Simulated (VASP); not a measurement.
# As: single point with PBE

Crystal: As.

```
As
1.0
    -1.72547    1.72547    7.20910
     1.72547   -1.72547    7.20910
     1.72547    1.72547   -7.20910
As
4
Direct
  0.78822 0.78822 0.00000
  0.53822 0.03822 0.50000
  0.96178 0.46178 0.50000
  0.21178 0.21178 0.00000
```

```json
{
  "Program": "VASP 6.6.1",
  "Task": "single point",
  "Functional": "PBE",
  "Potentials or basis": "VASP PAW PBE potentials, release 64 (As)",
  "Cutoff": "520 eV",
  "k mesh": "18 × 18 × 18",
  "Occupations": "gaussian, width 0.1 eV",
  "Spin": "no spin polarisation"
}
```

```yaml
Pressure: 0.2 GPa
Largest_force: 0.018 eV/Å
Band_gap_on_the_k_mesh: zero (band 10 reaches 6.01 eV, above the bottom of band 11 at 3.84 eV)
```

Forces on the atoms (eV/Å):
```
As   0.000  0.000  0.018
As   0.000  0.000  0.018
As   0.000  0.000 -0.018
As   0.000  0.000 -0.018
```

Stress tensor (GPa, compression positive):
```
0.20 0.00 0.00
0.00 0.20 0.00
0.00 0.00 0.11
```

Levels at points of the mesh, in eV from the Fermi level:
```tsv
k point	band 6	band 7	band 8	band 9	band 10	band 11	band 12	band 13	band 14	band 15
(0.00, 0.00, 0.00)	-1.92	-1.92	-1.82	-1.82	-1.52	0.92	2.21	4.48	4.48	4.58
(0.50, 0.00, 0.00)	-4.19	-2.15	-1.17	0.31	0.93	1.07	1.60	2.37	2.89	3.40
(0.50, 0.50, 0.00)	-5.71	-5.51	-5.51	-1.67	-1.67	-0.31	-0.31	1.68	1.68	4.09
(0.50, 0.50, 0.50)	-2.30	-1.63	-1.63	-1.30	-1.30	2.01	2.01	3.36	3.36	4.49
```

It took 31 min on 1 thread of Intel(R) Xeon(R) Platinum 8375C CPU @ 2.90GHz (Ice Lake), on a shared host, peak memory 0.85 GiB.
